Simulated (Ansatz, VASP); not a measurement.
**LiF in VASP and in Ansatz**

File INCAR:

```
PREC = Accurate
ENCUT = 520
EDIFF = 1E-6
ISMEAR = 0
SIGMA = 0.05
LREAL = F
LASPH = T
NELM = 60
ALGO = Normal
ISIF = 2
LWAVE = F
LCHARG = F
GGA = PE
NBANDS = 12
```

Contents of KPOINTS:

```
regular mesh
0
Gamma
  12 12 12
```

Contents of POSCAR:

```
LiF
1.0
    0.0000000000      2.0707620175      1.9051010561
    2.0707620175      0.0000000000      1.9051010561
    2.0707620175      2.0707620175      0.0000000000
Li F
1 1
Direct
    0.0000000000      0.0000000000      0.0000000000
    0.5000000000      0.5000000000      0.5000000000
```

Input for Ansatz:

```yaml
crystal:
  lattice:
    - [0.0, 2.0707620175, 1.9051010561]
    - [2.0707620175, 0.0, 1.9051010561]
    - [2.0707620175, 2.0707620175, 0.0]
  atoms:
    - { symbol: Li, position: [0.0, 0.0, 0.0] }
    - { symbol: F, position: [0.5, 0.5, 0.5] }
basis:
  ecutwfc: 420
kpoints:
  mp_grid: { grid: [12, 12, 12] }
hamiltonian:
  xc: pbe
scf:
  occupations: { method: gaussian, width: 0.05 }
output:
  forces: true
  stress: true
  eigenvalues: true
```

Alike in both runs: task single point; functional PBE; k mesh 12 × 12 × 12; occupations gaussian, width 0.05 eV; no spin polarisation.

|  | VASP | Ansatz |
| --- | --- | --- |
| version | VASP 6.6.1 | Ansatz 0.2.0 |
| potentials or method | VASP PAW PBE potentials, release 64 (Li_sv, F), cutoff 520 eV | scalar-relativistic, plane waves, PAW |
| valence electrons in the cell | 10 | 10 |

```tsv
	VASP	Ansatz	Ansatz less VASP
gap on the k mesh at the Fermi level (eV)	8.99	8.99	+0.002
least direct gap on the mesh (eV)	8.99	8.99	+0.002
```

With one functional, cell and mesh, what is left measures potentials, basis and numerics.

Noted on VASP's run: the cutoff is short for stress, so the pressure is rough.
